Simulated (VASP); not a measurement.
Set up this calculation in VASP 6.6.1, as the native input.

```
Task                   : single point
Functional             : PBE
Potentials or basis    : VASP PAW PBE potentials, release 64 (Zr_sv, C)
Cutoff                 : 600 eV
k mesh                 : 9 × 9 × 9
Occupations            : gaussian, width 0.05 eV
Spin                   : no spin polarisation
Dipole correction      : no
Further INCAR settings : ALGO = Normal; EDIFF = 1e-06; NBANDS = 15
```

The structure of ZrC lies in POSCAR:

```
ZrC
1.0
    0.0000000000      2.3650000000      2.3650000000
    2.3650000000      0.0000000000      2.3650000000
    2.3650000000      2.3650000000      0.0000000000
Zr C
1 1
Direct
    0.5000000000      0.5000000000      0.5000000000
    0.0021141649      0.0021141649     -0.0021141649
```

These files were run (other wordings do the same):

INCAR

```
SYSTEM = ZrC
ALGO = Normal
EDIFF = 1E-6
ENCUT = 600
GGA = PE
GGA_COMPAT = .False.
ISIF = 2
ISMEAR = 0
LASPH = .True.
LCHARG = .False.
LREAL = .False.
LWAVE = .False.
NBANDS = 15
NELM = 120
PREC = Accurate
SIGMA = 0.05
```

KPOINTS

```
k-points
0
Gamma
  9 9 9
  0 0 0
```

Potentials or basis: VASP PAW PBE potentials, release 64 (Zr_sv, C).

Command:

```console
$ cat potpaw_PBE.64/Zr_sv/POTCAR potpaw_PBE.64/C/POTCAR > POTCAR
$ mpirun -np 1 vasp_std > vasp.out
```

It gave:

```
Pressure               : -2.8 GPa
Largest force          : 0.071 eV/Å
Band gap on the k mesh : zero (bands 8 and 9 overlap by 1.26 eV)
```

Run time: 69 s on 1 thread of Intel Xeon 8259CL, on a shared host, peak memory 0.18 GiB.
